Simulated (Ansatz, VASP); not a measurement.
Two plane-wave programs on Rb

POSCAR

```
Rb
1.0
   -2.9740787355      2.9740787355      2.7489307901
    2.9740787355     -2.9740787355      2.7489307901
    2.9740787355      2.9740787355     -2.7489307901
Rb
1
Direct
    0.0000000000      0.0000000000      0.0000000000
```

The input INCAR.step1:

```
SYSTEM = Rb
ALGO = Normal ; EDIFF = 1E-5
ENCUT = 520 ; GGA = PE
ISIF = 2 ; ISMEAR = 0
LASPH = .True. ; LREAL = .False.
LWAVE = .True. ; NBANDS = 10
NELM = 80 ; PREC = Accurate
SIGMA = 0.1
```

Contents of INCAR.step2:

```
SYSTEM = Rb
AEXX = 0.25 ; ALGO = Normal
EDIFF = 1E-6 ; ENCUT = 520
ISIF = 2 ; ISMEAR = 0
ISTART = 1 ; LASPH = .True.
LCHARG = .True. ; LELF = .True.
LHFCALC = .True. ; LMIXTAU = .True.
LREAL = .False. ; LVHAR = .True.
LWAVE = .False. ; METAGGA = R2SCAN
NBANDS = 10 ; NELM = 80
PREC = Accurate ; PRECFOCK = Normal
SIGMA = 0.1
```

KPOINTS

```
k-points
0
Gamma
  4 4 4
  0 0 0
```

input.yaml

```yaml
crystal:
  lattice:
    - [-2.9740787355, 2.9740787355, 2.7489307901]
    - [2.9740787355, -2.9740787355, 2.7489307901]
    - [2.9740787355, 2.9740787355, -2.7489307901]
  atoms:
    - { symbol: Rb, position: [0.0, 0.0, 0.0] }
hamiltonian:
  xc: r2scan0
  pseudopotentials: { kind: paw, source: ansatz }
kpoints:
  mp_grid: { grid: [4, 4, 4] }
scf:
  occupations: { method: gaussian, width: 0.1 }
output:
  forces: true
  stress: true
  eigenvalues: true
```

Alike in both runs: task single point; functional r2SCAN0; k mesh 4 × 4 × 4; occupations gaussian, width 0.1 eV; no spin polarisation.

|  | VASP | Ansatz |
| --- | --- | --- |
| version | VASP 6.6.1 | Ansatz 0.2.0 |
| potentials or method | VASP PAW PBE potentials, release 64 (Rb_sv) | Ansatz PAW earlier set |
| plane-wave cutoff (eV) | 520 | 390 |
| valence electrons in the cell | 9 | 9 |

|  | VASP | Ansatz | Ansatz less VASP |
| --- | --- | --- | --- |
| gap on the k mesh at the Fermi level (eV) | none | none | - |
| pressure (GPa) | 0.0 | 0.0 | +0.02 |
| traceless stress, the component that is largest in VASP (GPa) | -0.25 | -0.25 | -0.003 |

VASP's potentials were made for PBE, not for r2SCAN0. A gap of «none» marks a metal or a gap that the smearing closes.

The k mesh is coarse, so the values compare programs but aren't converged.
